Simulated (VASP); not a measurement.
# PrBi3H (Pm-3m) in VASP: settings compared, part 2 of 2

VASP 6.6.1.

### Step 5. Single point, PBE

This run uses another cell than the first one, of 25.64 Å³/atom.

INCAR

```
PREC = Accurate ; ENCUT = 500
EDIFF = 1E-6 ; ISMEAR = 0
SIGMA = 0.1 ; LREAL = F
LASPH = T ; NELM = 200
ALGO = Normal ; ISIF = 2
LWAVE = F ; LCHARG = T
GGA = PE ; LELF = T
LVHAR = T ; NBANDS = 36
GGA_COMPAT = F ; LMAXMIX = 6
```

KPOINTS

```
regular mesh
0
Gamma
  8 8 8
```

POSCAR

```
PrBi3H
1.0
    5.0420378060      0.0000000000      0.0000000000
    0.0000000000      5.0420378060      0.0000000000
    0.0000000000      0.0000000000      5.0420378060
Pr Bi H
1 3 1
Direct
    0.5000000000      0.5000000000      0.5000000000
    0.5000000000      0.0000000000      0.0000000000
    0.0000000000      0.5000000000      0.0000000000
    0.0000000000      0.0000000000      0.5000000000
    0.0000000000      0.0000000000      0.0000000000
```

Potentials or basis: VASP PAW PBE potentials, release 64 (Pr_3, Bi_d, H), 4f in core.

Run with:

```sh
$ cat potpaw_PBE.64/Pr_3/POTCAR potpaw_PBE.64/Bi_d/POTCAR potpaw_PBE.64/H/POTCAR > POTCAR
$ mpirun -np 1 vasp_std > vasp.out
```

OUTCAR:

```text
PREC = Accurate
   ENCUT = 500
   EDIFF = 1E-6
   ISMEAR = 0
   LREAL = F
   LASPH = T
   NELM = 200
   ISIF = 2
   GGA = PE

 ion  position               nearest neighbor table
   1  0.500  0.500  0.500-   2 3.57   3 3.57   4 3.57   2 3.57   3 3.57   2 3.57   4 3.57   2 3.57
                             3 3.57   4 3.57   3 3.57   4 3.57
   2  0.500  0.000  0.000-   1 3.57   3 3.57   4 3.57   1 3.57   4 3.57   1 3.57   3 3.57   1 3.57
                             3 3.57   4 3.57   4 3.57   3 3.57
   3  0.000  0.500  0.000-   1 3.57   2 3.57   4 3.57   1 3.57   4 3.57   2 3.57   4 3.57   4 3.57
                             1 3.57   2 3.57   1 3.57   2 3.57
   4  0.000  0.000  0.500-   1 3.57   2 3.57   3 3.57   2 3.57   3 3.57   1 3.57   3 3.57   3 3.57
                             1 3.57   2 3.57   2 3.57   1 3.57
   5  0.000  0.000  0.000-

  LATTYP: Found a simple cubic cell.
 ALAT       =     5.0420378060

  Lattice vectors:

 A1 = (   5.0420378060,   0.0000000000,   0.0000000000)
 A2 = (   0.0000000000,   5.0420378060,   0.0000000000)
 A3 = (   0.0000000000,   0.0000000000,   5.0420378060)

Analysis of symmetry for initial positions (statically):
=====================================================================
 Subroutine PRICEL returns:
 Original cell was already a primitive cell.

 Routine SETGRP: Setting up the symmetry group for a
 simple cubic supercell.

 Subroutine GETGRP returns: Found 48 space group operations
 (whereof 48 operations were pure point group operations)
 out of a pool of 48 trial point group operations.

The static configuration has the point symmetry O_h .

Analysis of symmetry for dynamics (positions and initial velocities):
=====================================================================
 Subroutine PRICEL returns:
 Original cell was already a primitive cell.

 Routine SETGRP: Setting up the symmetry group for a
 simple cubic supercell.
[... 125 lines left out ...]
   EFERMI =   0.00;   METHOD = LEGACY
   ISMEAR =     0;   SIGMA  =   0.10  broadening in eV -4-tet -1-fermi 0-gaus
   EFERMI_NEDOS =   21; number of points for ismear=-14 and -15
   IALGO  =     38    algorithm
   IMIX   =      4    mixing-type and parameters
     AMIX     =   0.40;   BMIX     =  1.00
     AMIX_MAG =   1.60;   BMIX_MAG =  1.00
  volume/ion in A,a.u.               =      25.64       173.00
  Fermi-wavevector in a.u.,A,eV,Ry     =   1.249569  2.361344 21.244456  1.561423
  Thomas-Fermi vector in A             =   2.383604
   LORBIT       =      0    0 simple, 1 ext, 2 COOP (PROOUT), +10 PAW based schemes
   GGA     = PE    functional components
   LHFCALC =     F    Hartree Fock is set to
   AEXX    =    0.0000 exact exchange contribution
   IVDW    =     0    specifies the selected vdW correction
   LEPSILON=     F    determine dielectric tensor
   LRPA    =     F    only Hartree local field effects (RPA)
 non-spin polarized calculation
 Gauss-broadening in eV      SIGMA  =   0.10
  energy-cutoff  :      500.00
  volume of cell :      128.18
 maximum number of plane-waves:      3294
 NGX is ok and might be reduce to    40
   NGX = 19   NGY = 19   NGZ = 19

 number of electron      57.0000035 magnetization

 Free energy of the ion-electron system (eV)
  ---------------------------------------------------
  ext. energy  EPLUGINS =         0.00000000
  ---------------------------------------------------
  free energy    TOTEN  =       -20.43448016 eV

  energy without entropy =      -20.42114150  energy(sigma->0) =      -20.42781083

 E-fermi :   7.3175     XC(G=0): -10.2617

 val. band max:        7.3003061820   @ k =   0.5000   0.2500   0.1250
 cond. band min:       7.3277850205   @ k =   0.3750   0.2500   0.1250
 fundamental gap:      0.0274788386
 Fermi energy:         7.3174888797

 k-point     1 :       0.0000    0.0000    0.0000
  band No.  band energies     occupation
      1     -30.0371      2.00000
      2     -15.8955      2.00000
      3     -15.8583      2.00000
      4     -15.8583      2.00000
      5     -15.8583      2.00000
      6     -15.7673      2.00000
[... 925 lines left out ...]
     35      10.8076      0.00000
     36      11.3877      0.00000

 [... further k-points ...]
[... 5 lines left out ...]
  --------------------------------------------------------------------------------------
  -------------------------------------------------------------------------------------
  Total       -0.0271805     -0.0271805     -0.0271805      0.0000000      0.0000000     -0.0000000
  in kB       -0.3397425     -0.3397425     -0.3397425      0.0000000      0.0000000     -0.0000000
  external PRESSURE =      -0.3397425 kB  Pullay stress =       0.0000000 kB

 VOLUME and BASIS-vectors are now :
 -----------------------------------------------------------------------------
  energy-cutoff  :      500.00
  volume of cell :      128.18
      direct lattice vectors                 reciprocal lattice vectors
     5.042037806  0.000000000  0.000000000     0.198332507  0.000000000  0.000000000
     0.000000000  5.042037806  0.000000000     0.000000000  0.198332507  0.000000000
     0.000000000  0.000000000  5.042037806     0.000000000  0.000000000  0.198332507

 POSITION                                       TOTAL-FORCE (eV/Angst)
 -----------------------------------------------------------------------------------
      2.52102      2.52102      2.52102         0.000000      0.000000      0.000000
      2.52102      0.00000      0.00000         0.000000      0.000000      0.000000
      0.00000      2.52102      0.00000         0.000000      0.000000      0.000000
      0.00000      0.00000      2.52102         0.000000      0.000000      0.000000
      0.00000      0.00000      0.00000         0.000000      0.000000      0.000000
 -----------------------------------------------------------------------------------
    total drift:                               -0.000000      0.000000     -0.000000

  FREE ENERGIE OF THE ION-ELECTRON SYSTEM (eV)
  ---------------------------------------------------
  free  energy   TOTEN  =       -20.4344801629 eV

  energy  without entropy=      -20.4211415031  energy(sigma->0) =      -20.42781083
```

stdout:

```text
POSCAR found type information on POSCAR PrBiH
 POSCAR found :  3 types and       5 ions
 scaLAPACK will be used
 LDA part: xc-table for (Slater+PW92), standard interpolation
 POSCAR, INCAR and KPOINTS ok, starting setup
 FFT: planning ... GRIDC
 FFT: planning ... GRID_SOFT
 FFT: planning ... GRID
 WAVECAR not read
 entering main loop
```

It took 2.9 min on 1 thread of AMD EPYC 7R43 (Zen 3), shared host; peak memory 0.28 GiB.

Results:

- Free energy: -20.4345 eV
- Pressure: 0.0 GPa
- Band gap on the k mesh: zero (an odd number of electrons rules out a gap without spin polarisation)

Caveat: spin-orbit coupling is left out, which moves the levels of the heavy elements; the 4f electrons are frozen in the core, so they carry no moment and show no levels. Spin polarisation is off, so any magnetic state and its effect on volume and gap are missing.

### Step 6. Overview

```tsv
level	cell	k mesh	gap on the mesh (eV)	pressure (GPa)
PBE	a = 5.047 Å, 5 atoms	4 × 4 × 4	none	-0.2
PBE	a = 5.116 Å, 5 atoms	4 × 4 × 4	none	-2.2
PBE+D3(BJ)	a = 4.967 Å, 5 atoms	8 × 8 × 8	none	-0.1
PBE	a = 5.042 Å, 5 atoms	8 × 8 × 8	none	0.0
```

Alike in all rows: task single point; potentials or basis VASP PAW PBE potentials, release 64 (Pr_3, Bi_d, H), 4f in core; no spin polarisation; cutoff (eV) 500; smearing gaussian 0.1 eV.

Caveats: spin-orbit coupling is left out, which moves the levels of the heavy elements; the 4f electrons are frozen in the core, so they carry no moment and show no levels.

Absolute energies hang on the potentials; compare differences alone.
